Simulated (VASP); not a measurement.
# SrO (Fm-3m) in VASP: single point with PBE

Aim: the single point of SrO with PBE.

All numbers are computed with VASP 6.6.1; they aren't measurements. Logs are shortened: lines on timing, memory, paths and dates and some standing lists are left out, and cuts for length are marked.

## 1. The cell of the first run

The structure is cubic, space group Fm-3m (No. 225). The conventional cell has a = 5.195 Å, b = 5.195 Å, c = 5.195 Å, α = 90.00°, β = 90.00°, γ = 90.00°. Sr (site symmetry m-3m) has 6 O at 2.60 Å within 3.4 Å. O (site symmetry m-3m) has 6 Sr at 2.60 Å within 3.4 Å.

## 2. Single point, PBE

The input, INCAR:

```
SYSTEM = SrO
  PREC = Accurate
  ENCUT = 520
  EDIFF = 1E-7
  ISMEAR = 0
  SIGMA = 0.01
  LREAL = Auto
  LASPH = .TRUE.
  NELM = 60
  ALGO = Normal
  ISIF = 2
  LWAVE = .FALSE.
  LCHARG = .TRUE.
  GGA = PE
  LELF = .TRUE.
  LVHAR = .TRUE.
  NBANDS = 150
```

The input, KPOINTS:

```
Automatic mesh
0
Gamma
  2 2 2
  0.5 0.5 0.5
```

The input, POSCAR:

```
SrO
1.0
    5.1949040410     -5.1949040410     -5.1949040410
   -5.1949040410      5.1949040410     -5.1949040410
    5.1949040410      5.1949040410      5.1949040410
Sr O
16 16
Direct
    0.7500000000      0.2500000000      0.5000000000
    0.7500000000      0.0000000000      0.7500000000
    0.5000000000      0.5000000000      0.5000000000
    0.7500000000      0.7500000000      0.0000000000
    0.5000000000      0.2500000000      0.7500000000
    0.7500000000      0.5000000000      0.2500000000
    0.5000000000      0.0000000000      0.0000000000
    0.2500000000      0.7500000000      0.5000000000
    0.2500000000      0.5000000000      0.7500000000
    0.5000000000      0.7500000000      0.2500000000
    0.0000000000      0.0000000000      0.5000000000
    0.2500000000      0.2500000000      0.0000000000
    0.2500000000      0.0000000000      0.2500000000
    0.0000000000      0.7500000000      0.7500000000
    0.0000000000      0.5000000000      0.0000000000
    0.0000000000      0.2500000000      0.2500000000
    0.0000000000      0.2500000000      0.7500000000
    0.0000000000      0.0000000000      0.0000000000
    0.7500000000      0.5000000000      0.7500000000
    0.0000000000      0.7500000000      0.2500000000
    0.7500000000      0.2500000000      0.0000000000
    0.0000000000      0.5000000000      0.5000000000
    0.7500000000      0.0000000000      0.2500000000
    0.5000000000      0.7500000000      0.7500000000
    0.5000000000      0.5000000000      0.0000000000
    0.7500000000      0.7500000000      0.5000000000
    0.2500000000      0.0000000000      0.7500000000
    0.5000000000      0.2500000000      0.2500000000
    0.5000000000      0.0000000000      0.5000000000
    0.2500000000      0.7500000000      0.0000000000
    0.2500000000      0.5000000000      0.2500000000
    0.2500000000      0.2500000000      0.5000000000
```

Potentials or basis: VASP PAW PBE potentials, release 64 (Sr_sv, O).

On the command line:

```sh
$ cat potpaw_PBE.64/Sr_sv/POTCAR potpaw_PBE.64/O/POTCAR > POTCAR
$ mpirun -np 1 vasp_std > vasp.out
```

OUTCAR:

```text
SYSTEM = SrO
   PREC = Accurate
   ENCUT = 520
   EDIFF = 1E-7
   ISMEAR = 0
   LREAL = Auto
   LASPH = .TRUE.
   NELM = 60
   ISIF = 2
   GGA = PE

 ion  position               nearest neighbor table
   1  0.750  0.250  0.500-  17 2.60  19 2.60  22 2.60  23 2.60  28 2.60  29 2.60  14 3.67  15 3.67
                            16 3.67   2 3.67   3 3.67   5 3.67   6 3.67   9 3.67  11 3.67   7 3.67
   2  0.750  0.000  0.750-  17 2.60  18 2.60  21 2.60  24 2.60  26 2.60  29 2.60  14 3.67  15 3.67
                            16 3.67   1 3.67   4 3.67   5 3.67   7 3.67  11 3.67  12 3.67  10 3.67
   3  0.500  0.500  0.500-  19 2.60  24 2.60  26 2.60  28 2.60  31 2.60  32 2.60   9 3.67  10 3.67
                            14 3.67   1 3.67   2 3.67   4 3.67   5 3.67   6 3.67   8 3.67  12 3.67
   4  0.750  0.750  0.000-  18 2.60  19 2.60  20 2.60  23 2.60  24 2.60  25 2.60  14 3.67  15 3.67
                            16 3.67   2 3.67   6 3.67   7 3.67  10 3.67  11 3.67  13 3.67   3 3.67
   5  0.500  0.250  0.750-  19 2.60  21 2.60  25 2.60  27 2.60  29 2.60  32 2.60   9 3.67  12 3.67
                            15 3.67   1 3.67   2 3.67   3 3.67   4 3.67   6 3.67   7 3.67  13 3.67
   6  0.750  0.500  0.250-  20 2.60  21 2.60  22 2.60  25 2.60  26 2.60  28 2.60  14 3.67  15 3.67
                            16 3.67   1 3.67   3 3.67   4 3.67   8 3.67  10 3.67  11 3.67   5 3.67
   7  0.500  0.000  0.000-  21 2.60  23 2.60  24 2.60  27 2.60  28 2.60  30 2.60  12 3.67  13 3.67
                            16 3.67   1 3.67   2 3.67   4 3.67   5 3.67   6 3.67  10 3.67   8 3.67
   8  0.250  0.750  0.500-  20 2.60  22 2.60  24 2.60  27 2.60  29 2.60  31 2.60  11 3.67  13 3.67
                            14 3.67   2 3.67   3 3.67   5 3.67   7 3.67   9 3.67  10 3.67  15 3.67
   9  0.250  0.500  0.750-  17 2.60  22 2.60  24 2.60  25 2.60  30 2.60  32 2.60  12 3.67  14 3.67
[... 17 lines left out ...]
  19  0.750  0.500  0.750-   1 2.60   3 2.60   4 2.60   5 2.60  14 2.60  15 2.60
  20  0.000  0.750  0.250-   4 2.60   6 2.60   8 2.60  11 2.60  13 2.60  15 2.60
  21  0.750  0.250  0.000-   2 2.60   5 2.60   6 2.60   7 2.60  15 2.60  16 2.60
  22  0.000  0.500  0.500-   1 2.60   6 2.60   8 2.60   9 2.60  14 2.60  16 2.60
[... 8 lines left out ...]
  31  0.250  0.500  0.250-   3 2.60   8 2.60  10 2.60  12 2.60  15 2.60  16 2.60
  32  0.250  0.250  0.500-   3 2.60   5 2.60   9 2.60  11 2.60  13 2.60  16 2.60

  LATTYP: Found a body centered cubic cell.
 ALAT       =    10.3898080820

  Lattice vectors:

 A1 = (   5.1949040410,  -5.1949040410,  -5.1949040410)
 A2 = (  -5.1949040410,   5.1949040410,  -5.1949040410)
 A3 = (   5.1949040410,   5.1949040410,   5.1949040410)

Analysis of symmetry for initial positions (statically):
=====================================================================
 Subroutine PRICEL returns following result:

  LATTYP: Found a face centered cubic cell.
 ALAT       =     5.1949040410

  Lattice vectors:

 A1 = (  -2.5974520205,   2.5974520205,   0.0000000000)
 A2 = (  -2.5974520205,  -0.0000000000,   2.5974520205)
 A3 = (   0.0000000000,   2.5974520205,   2.5974520205)

  16 primitive cells build up your supercell.

 Routine SETGRP: Setting up the symmetry group for a
 body centered cubic supercell.

 Subroutine GETGRP returns: Found 48 space group operations
 (whereof 48 operations were pure point group operations)
 out of a pool of 48 trial point group operations.

The static configuration has the point symmetry O_h .

Analysis of symmetry for dynamics (positions and initial velocities):
=====================================================================
 Subroutine PRICEL returns following result:

  LATTYP: Found a face centered cubic cell.
 ALAT       =     5.1949040410

  Lattice vectors:

 A1 = (  -2.5974520205,   2.5974520205,   0.0000000000)
 A2 = (  -2.5974520205,  -0.0000000000,   2.5974520205)
 A3 = (   0.0000000000,   2.5974520205,   2.5974520205)

  16 primitive cells build up your supercell.

 Routine SETGRP: Setting up the symmetry group for a
 body centered cubic supercell.

 Subroutine GETGRP returns: Found 48 space group operations
 (whereof 48 operations were pure point group operations)
 out of a pool of 48 trial point group operations.

The dynamic configuration has the point symmetry O_h .

 Subroutine INISYM returns: Found 48 space group operations
 (whereof 48 operations are pure point group operations),
 and found    16 'primitive' translations

----------------------------------------------------------------------------------------

[... 28 lines left out ...]

 Generating k-lattice:

  Cartesian coordinates                     Fractional coordinates (reciprocal lattice)
     0.048124084  0.000000000 -0.048124084     0.500000000  0.000000000  0.000000000
     0.000000000  0.048124084 -0.048124084     0.000000000  0.500000000  0.000000000
     0.048124084  0.048124084  0.000000000     0.000000000  0.000000000  0.500000000

  Length of vectors
     0.068057733  0.068057733  0.068057733

  Shift w.r.t. Gamma in fractional coordinates (k-lattice)
     0.500000000  0.500000000  0.500000000

 Subroutine IBZKPT returns following result:
 ===========================================

 Found      2 irreducible k-points:

 Following reciprocal coordinates:
            Coordinates               Weight
  0.250000  0.250000  0.250000      2.000000
 -0.250000  0.250000  0.250000      6.000000
   k-points           NKPTS =      2   k-points in BZ     NKDIM =      2   number of bands    NBANDS=    150
   number of dos      NEDOS =    301   number of ions     NIONS =     32
   total plane-waves  NPLWV = 343000
   dimension x,y,z NGX =    70 NGY =   70 NGZ =   70
   dimension x,y,z NGXF=   140 NGYF=  140 NGZF=  140
   ions per type =              16  16
   NGX,Y,Z   is equivalent  to a cutoff of  12.93, 12.93, 12.93 a.u.
   NGXF,Y,Z  is equivalent  to a cutoff of  25.87, 25.87, 25.87 a.u.
 SYSTEM =  SrO
   PREC   = accura    normal or accurate (medium, high low for compatibility)
   ISTART =      0    job   : 0-new  1-cont  2-samecut
   ICHARG =      2    charge: 1-file 2-atom 10-const
   ISPIN  =      1    spin polarized calculation?
   LNONCOLLINEAR =      F non collinear calculations
   LSORBIT =      F    spin-orbit coupling
   LASPH  =      T    aspherical Exc in radial PAW
   ENCUT  =  520.0 eV  38.22 Ry    6.18 a.u.  16.73 16.73 16.73*2*pi/ulx,y,z
   NELM   =     60;   NELMIN=  2; NELMDL= -5     # of ELM steps
   EDIFF  = 0.1E-06   stopping-criterion for ELM
   LREAL  =      T    real-space projection
   EDIFFG = 0.1E-05   stopping-criterion for IOM
   NSW    =      0    number of steps for IOM
   IBRION =     -1    ionic relax: 0-MD 1-quasi-New 2-CG
   NFREE  =      0    steps in history (QN), initial steepest desc. (CG)
   ISIF   =      2    stress and relaxation
   ISYM   =      2    0-nonsym 1-usesym 2-fastsym
   POTIM  = 0.5000    time-step for ionic-motion
   TEBEG  =    0.0;   TEEND  =   0.0 temperature during run
   PSTRESS=    0.0 pullay stress
   NELECT =     256.0000    total number of electrons
   NUPDOWN=      -1.0000    fix difference up-down
   EMIN   =  10.00;   EMAX   =-10.00  energy-range for DOS
   EFERMI =   0.00;   METHOD = LEGACY
   ISMEAR =     0;   SIGMA  =   0.01  broadening in eV -4-tet -1-fermi 0-gaus
   EFERMI_NEDOS =   21; number of points for ismear=-14 and -15
   IALGO  =     38    algorithm
   IMIX   =      4    mixing-type and parameters
     AMIX     =   0.40;   BMIX     =  1.00
     AMIX_MAG =   1.60;   BMIX_MAG =  1.00
  volume/ion in A,a.u.               =      17.52       118.26
  Fermi-wavevector in a.u.,A,eV,Ry     =   1.260542  2.382079 21.619194  1.588966
  Thomas-Fermi vector in A             =   2.394046
   LORBIT       =      0    0 simple, 1 ext, 2 COOP (PROOUT), +10 PAW based schemes
   GGA     = PE    functional components
   LHFCALC =     F    Hartree Fock is set to
   AEXX    =    0.0000 exact exchange contribution
   IVDW    =     0    specifies the selected vdW correction
   LEPSILON=     F    determine dielectric tensor
   LRPA    =     F    only Hartree local field effects (RPA)
 non-spin polarized calculation
 Gauss-broadening in eV      SIGMA  =   0.01
  energy-cutoff  :      520.00
  volume of cell :      560.78
 maximum number of plane-waves:     15140
 NGX is ok and might be reduce to    70
   NGX = 33   NGY = 33   NGZ = 33

 number of electron     255.9999888 magnetization

 Free energy of the ion-electron system (eV)
  ---------------------------------------------------
  ext. energy  EPLUGINS =         0.00000000
  ---------------------------------------------------
  free energy    TOTEN  =      -192.87496219 eV

  energy without entropy =     -192.87496219  energy(sigma->0) =     -192.87496219

 E-fermi :   1.5303     XC(G=0):  -9.8820

 val. band max:        1.4521573079   @ k =  -0.2500   0.2500   0.2500
 cond. band min:       5.0848116658   @ k =  -0.2500   0.2500   0.2500
 fundamental gap:      3.6326543579
 Fermi energy:         1.5302893259

 k-point     1 :       0.2500    0.2500    0.2500
  band No.  band energies     occupation
      1     -30.9181      2.00000
      2     -30.9181      2.00000
      3     -30.9181      2.00000
      4     -30.9181      2.00000
      5     -30.8399      2.00000
      6     -30.8399      2.00000
[... 132 lines left out ...]
    139       6.4849      0.00000
    140       6.4849      0.00000

 k-point     2 :      -0.2500    0.2500    0.2500
  band No.  band energies     occupation
      1     -30.9547      2.00000
      2     -30.8873      2.00000
      3     -30.8873      2.00000
      4     -30.8873      2.00000
      5     -30.8873      2.00000
      6     -30.8581      2.00000
[... 132 lines left out ...]
    139       7.5917      0.00000
    140       7.5918      0.00000
 [bands above 140 left out]

------------------------ aborting loop because EDIFF is reached ----------------------------------------

  FORCE on cell =-STRESS in cart. coord.  units (eV):
  Direction    XX          YY          ZZ          XY          YZ          ZX
  --------------------------------------------------------------------------------------
  -------------------------------------------------------------------------------------
  Total        1.8047864      1.8047864      1.8047864      0.0000000     -0.0000000     -0.0000000
  in kB        5.1563669      5.1563669      5.1563669      0.0000000     -0.0000000     -0.0000000
  external PRESSURE =       5.1563669 kB  Pullay stress =       0.0000000 kB

 VOLUME and BASIS-vectors are now :
 -----------------------------------------------------------------------------
  energy-cutoff  :      520.00
  volume of cell :      560.78
      direct lattice vectors                 reciprocal lattice vectors
     5.194904041 -5.194904041 -5.194904041     0.096248169  0.000000000 -0.096248169
    -5.194904041  5.194904041 -5.194904041     0.000000000  0.096248169 -0.096248169
     5.194904041  5.194904041  5.194904041     0.096248169  0.096248169  0.000000000

 POSITION                                       TOTAL-FORCE (eV/Angst)
 -----------------------------------------------------------------------------------
      5.19490      0.00000     -2.59745        -0.000000     -0.000000      0.000000
      7.79236      0.00000      0.00000         0.000000     -0.000000      0.000000
      2.59745      2.59745     -2.59745        -0.000000     -0.000000      0.000000
      0.00000      0.00000     -7.79236        -0.000000     -0.000000     -0.000000
      5.19490      2.59745      0.00000         0.000000      0.000000      0.000000
      2.59745      0.00000     -5.19490         0.000000      0.000000      0.000000
[... 24 lines left out ...]
      0.00000      2.59745     -2.59745        -0.000000     -0.000000     -0.000000
      2.59745      2.59745      0.00000         0.000000     -0.000000      0.000000
 -----------------------------------------------------------------------------------
    total drift:                                0.000000     -0.000000      0.000000

  FREE ENERGIE OF THE ION-ELECTRON SYSTEM (eV)
  ---------------------------------------------------
  free  energy   TOTEN  =      -192.8749621935 eV

  energy  without entropy=     -192.8749621935  energy(sigma->0) =     -192.87496219
```

Wall time 17 min (1 thread of Intel Xeon 8259CL, shared host); peak memory 0.73 GiB.

Results:

| Property | Result |
| --- | --- |
| Free energy | -192.8750 eV |
| Pressure | 0.5 GPa |
| Band gap on the k mesh | 3.63 eV |

Levels at points of the mesh, in eV from the valence-band top:
```
           k point  band 126  band 127  band 128  band 129  band 130  band 131
(0.25, 0.25, 0.25)     -0.52     -0.52     -0.52      5.03      5.03      5.03
```

Caveat: a shifted mesh leaves out Γ, where band edges can lie.
